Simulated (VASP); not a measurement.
Write the native input for VASP 6.6.1 that does the following.

- Task: single point
- Functional: PBE
- Potentials or basis: VASP PAW PBE potentials, release 64 (Ca_sv)
- Cutoff: 520 eV
- k mesh: 8 × 8 × 10
- Occupations: gaussian, width 0.1 eV
- Spin: no spin polarisation
- Dipole correction: no
- Further INCAR settings: ALGO = Normal; EDIFF = 1e-07; NBANDS = 28

The structure of Ca lies in POSCAR:

```
Ca
1.0
    6.4059779584      0.0000000000      0.0000000000
    0.0000000000      6.4059779584      0.0000000000
    0.0000000000      0.0000000000      4.1090354323
Ca
4
Direct
    0.2729468639      0.2729468639      0.0000000000
    0.7270531361      0.7270531361      0.0000000000
    0.2270531361      0.7729468639      0.5000000000
    0.7729468639      0.2270531361      0.5000000000
```

These files were run (other wordings do the same):

INCAR

```
SYSTEM = Ca
  PREC = Accurate
  ENCUT = 520
  EDIFF = 1E-7
  ISMEAR = 0
  SIGMA = 0.1
  LREAL = .FALSE.
  LASPH = .TRUE.
  NELM = 100
  ALGO = Normal
  ISIF = 2
  LWAVE = .FALSE.
  LCHARG = .TRUE.
  GGA = PE
  LELF = .TRUE.
  LVHAR = .TRUE.
  NBANDS = 28
```

KPOINTS

```
regular mesh
0
G
  8 8 10
  0 0 0
```

Potentials or basis: VASP PAW PBE potentials, release 64 (Ca_sv).

Command:

```sh
$ cat potpaw_PBE.64/Ca_sv/POTCAR > POTCAR
$ mpirun -np 1 vasp_std > vasp.out
```

It gave:

| Property | Result |
| --- | --- |
| Pressure | 0.0 GPa |
| Band gap on the k mesh | zero (band 20 reaches 2.30 eV, above the bottom of band 21 at 1.78 eV) |

It took 3.4 min on 1 thread of AMD EPYC 9R45 96-Core Processor (Zen 5) (shared host), peak memory 0.43 GiB.
